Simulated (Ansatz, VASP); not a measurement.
**Cs2Cl in VASP and in Ansatz**

```
CELL_PARAMETERS angstrom
3.10527 1.79283 5.08766
-3.10527 1.79283 5.08766
0.00000 -3.58565 5.08766
ATOMIC_POSITIONS crystal
Cs 0.25009 0.25009 0.25009
Cs 0.74991 0.74991 0.74991
Cl 0.00000 0.00000 0.00000
```

Alike in both runs: functional PBE; k mesh 12 × 12 × 12; occupations gaussian, width 0.1 eV; no spin polarisation.

Ansatz relaxed the structure, and its values are those at the end. VASP's run is a single point on that final structure, the one shown.

```csv
,VASP,Ansatz
version,VASP 6.6.1,Ansatz 0.2.0
potentials or method,"VASP PAW PBE potentials, release 64 (Cs_sv, Cl), cutoff 520 eV","scalar-relativistic, plane waves, PAW"
valence electrons in the cell,25,25
```

```tsv
	VASP	Ansatz	Ansatz less VASP
gap on the k mesh at the Fermi level (eV)	none	none	-
pressure (GPa)	0.0	0.0	0.00
```

A gap of «none» marks a metal or a gap that the smearing closes.

Neither program's run includes spin-orbit coupling.
